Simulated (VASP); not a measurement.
Wanted: the native input for a VASP 6.6.1 run.

```yaml
Task: relaxation of cell and atoms
Functional: PBE
Potentials_or_basis: VASP PAW PBE potentials, release 64 (Ta_pv, Si, Rh_pv)
Cutoff: 600 eV
k_mesh: 4 × 4 × 4
Occupations: gaussian, width 0.1 eV
Spin: no spin polarisation
Dipole_correction: no
Further_INCAR_settings: ALGO = Normal; EDIFF = 1e-07; IBRION = 2; EDIFFG = -0.04; NSW = 90; ISIF = 3
```

The structure of TaSiRh3 lies in POSCAR:

```
TaSiRh3
1.0
    4.3891358900      0.0000000000      0.0000000000
    0.0000000000      4.3891358900      0.0000000000
    0.0000000000      0.0000000000      4.3891358900
Ta Si Rh
1 1 3
Direct
    0.5000000000      0.5000000000      0.5000000000
    0.0000000000      0.0000000000      0.0000000000
    0.5000000000      0.0000000000      0.0000000000
    0.0000000000      0.5000000000      0.0000000000
    0.0000000000      0.0000000000      0.5000000000
```

These files were run (other wordings do the same):

INCAR

```
SYSTEM = TaSiRh3
ALGO = Normal ; EDIFF = 1E-7
EDIFFG = -0.04 ; ENCUT = 600
GGA = PE ; IBRION = 2
ISIF = 3 ; ISMEAR = 0
LASPH = .True. ; LCHARG = .False.
LREAL = .False. ; LWAVE = .False.
NELM = 80 ; NSW = 90
PREC = Accurate ; SIGMA = 0.1
```

KPOINTS

```
k-points
0
Gamma
  4 4 4
  0 0 0
```

Potentials or basis: VASP PAW PBE potentials, release 64 (Ta_pv, Si, Rh_pv).

The run is started by

```bash
$ cat potpaw_PBE.64/Ta_pv/POTCAR potpaw_PBE.64/Si/POTCAR potpaw_PBE.64/Rh_pv/POTCAR > POTCAR
$ mpirun -np 1 vasp_std > vasp.out
```

It gave:

| Quantity | Value |
| --- | --- |
| Relaxed volume | 16.55 Å³/atom |
| Relaxed cell | a = 4.357 Å, b = 4.357 Å, c = 4.357 Å, α = 90.00°, β = 90.00°, γ = 90.00° |
| Space group after relaxing (to 0.05 Å) | Pm-3m (No. 221) |
| Energy gained by relaxing | 4.4 meV/atom |
| Ionic steps | 3 |
| Pressure after relaxing | 0.0 GPa |
| Band gap on the k mesh | zero (band 30 reaches 8.97 eV, above the bottom of band 31 at 8.20 eV) |

Caveat: spin-orbit coupling is left out, which moves the levels of the heavy elements.

Run time: 110 s on 1 thread of AMD EPYC 7R13 Processor (Zen 3), with other jobs on the host, peak memory 0.2 GiB.
